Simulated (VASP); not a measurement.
Set up this calculation in VASP 6.6.1, as the native input.

```yaml
Task: single point
Functional: PBE
Potentials_or_basis: VASP PAW PBE potentials, release 64 (Nb_sv)
Cutoff: 500 eV
k_mesh: 11 × 11 × 11
Occupations: gaussian, width 0.015 eV
Spin: no spin polarisation
Dipole_correction: no
Further_INCAR_settings: ALGO = Normal; EDIFF = 1e-06; NBANDS = 12
```

The structure of Nb lies in POSCAR:

```
Nb
1.0
   -1.6639500000      1.6639500000      1.6639500000
    1.6639500000     -1.6639500000      1.6639500000
    1.6639500000      1.6639500000     -1.6639500000
Nb
1
Direct
    0.0000000000      0.0000000000      0.0000000000
```

One way to write it, as run:

INCAR

```
PREC = Accurate
ENCUT = 500
EDIFF = 1E-6
ISMEAR = 0
SIGMA = 0.015
LREAL = False
LASPH = True
NELM = 120
ALGO = Normal
ISIF = 2
LWAVE = False
LCHARG = False
GGA = PE
NBANDS = 12
GGA_COMPAT = False
```

KPOINTS

```
regular mesh
0
Gamma
  11 11 11
```

Potentials or basis: VASP PAW PBE potentials, release 64 (Nb_sv).

Launch:

```sh
$ cat potpaw_PBE.64/Nb_sv/POTCAR > POTCAR
$ mpirun -np 1 vasp_std > vasp.out
```

Results of the run:

```
Pressure : -2.1 GPa
```

Wall time 8.3 s on 1 thread of Intel Xeon 6975P-C, with other jobs on the host, peak memory 0.14 GiB.
